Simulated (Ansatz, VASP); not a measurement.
## One calculation of BaTiO3, two programs

The input POSCAR:

```
BaTiO3
1.0
    4.0073000000      0.0000000000      0.0000000000
    0.0000000000      4.0073000000      0.0000000000
    0.0000000000      0.0000000000      4.0073000000
Ba Ti O
1 1 3
Direct
    0.5090294500      0.4552911200      0.5066787400
    0.9437351000      0.0699797700      0.9543125000
    0.5205349200      0.0068319800      0.0554319400
    0.0126470200      0.4919678200      0.0527235900
    0.0140535100      0.9759293100      0.4308532400
```

File INCAR.step1:

```
SYSTEM = BaTiO3
PREC = Accurate ; ENCUT = 520
ISMEAR = -1 ; SIGMA = 0.05
LREAL = .False. ; LASPH = .True.
NELM = 150 ; LMAXMIX = 4
LDAU = .True. ; LDAUTYPE = 2
LDAUL = -1 2 -1 ; LDAUU = 0 1 0
LDAUJ = 0 0 0 ; NBANDS = 28
GGA = PE ; ALGO = Normal
EDIFF = 1E-4 ; LWAVE = .True.
LCHARG = .False.
```

INCAR.step2

```
SYSTEM = BaTiO3
PREC = Accurate ; ENCUT = 520
EDIFF = 1E-6 ; ISMEAR = -1
SIGMA = 0.05 ; LREAL = .False.
LASPH = .True. ; NELM = 150
ALGO = Normal ; ISIF = 2
LWAVE = .False. ; LCHARG = .False.
LMAXMIX = 4 ; LDAU = .True.
LDAUTYPE = 2 ; LDAUL = -1 2 -1
LDAUU = 0 1 0 ; LDAUJ = 0 0 0
LDAUPRINT = 1 ; METAGGA = R2SCAN
LMIXTAU = .True. ; NBANDS = 28
ISTART = 1
```

The input KPOINTS:

```
regular mesh
0
Gamma
  7 7 7
  0 0 0
```

The input input.yaml:

```yaml
crystal:
  lattice:
    - [4.0073, 0.0, 0.0]
    - [0.0, 4.0073, 0.0]
    - [0.0, 0.0, 4.0073]
  atoms:
    - { symbol: Ba, position: [0.50902945, 0.45529112, 0.50667874] }
    - { symbol: Ti, position: [0.9437351, 0.06997977, 0.9543125] }
    - { symbol: O, position: [0.52053492, 0.00683198, 0.05543194] }
    - { symbol: O, position: [0.01264702, 0.49196782, 0.05272359] }
    - { symbol: O, position: [0.01405351, 0.97592931, 0.43085324] }
hamiltonian:
  xc: r2scan
  pseudopotentials: { kind: paw }
  hubbard: { sites: [{ species: Ti, l: d, u_eff: 1.0 }] }
kpoints:
  mp_grid: { grid: [7, 7, 7] }
scf:
  occupations: { method: fermi_dirac, width: 0.05 }
  n_extra_bands: 12
output:
  forces: true
  stress: true
  eigenvalues: true
  dos: { projected: true, de: 0.05, nscf_kmesh: { grid: [11, 11, 11] } }
```

Alike in both runs: functional r2SCAN; k mesh 7 × 7 × 7; occupations fermi-dirac, width 0.05 eV; no spin polarisation; Hubbard terms Ti d U = 1.0 eV.

```csv
,VASP,Ansatz
version,VASP 6.6.1,Ansatz 0.2.0
potentials or method,"VASP PAW PBE potentials, release 64 (Ba_sv, Ti_sv, O)",Ansatz PAW
plane-wave cutoff (eV),520,500
valence electrons in the cell,40,40
task,single point,projected density of states
```

```csv
,VASP,Ansatz,Ansatz less VASP
gap on the k mesh at the Fermi level (eV),3.22,3.23,+0.005
least direct gap on the mesh (eV),3.42,3.40,-0.019
pressure (GPa),12.4,9.4,-2.95
"traceless stress, the component that is largest in VASP (GPa)",-9.00,-8.62,+0.385
rms of the force components (eV/Å),2.024,1.918,-0.1057
```

VASP's potentials were made for PBE, not for r2SCAN. The programs project onto different local orbitals, so the same U acts differently, and such runs can settle in different states. Atom by atom the forces differ by 0.205 eV/Å (rms over components).

Neither program's run includes spin-orbit coupling. Noted on Ansatz's run: odd divisions of the mesh miss points on the zone boundary, where band edges often lie, so the gap on the mesh can be too wide.
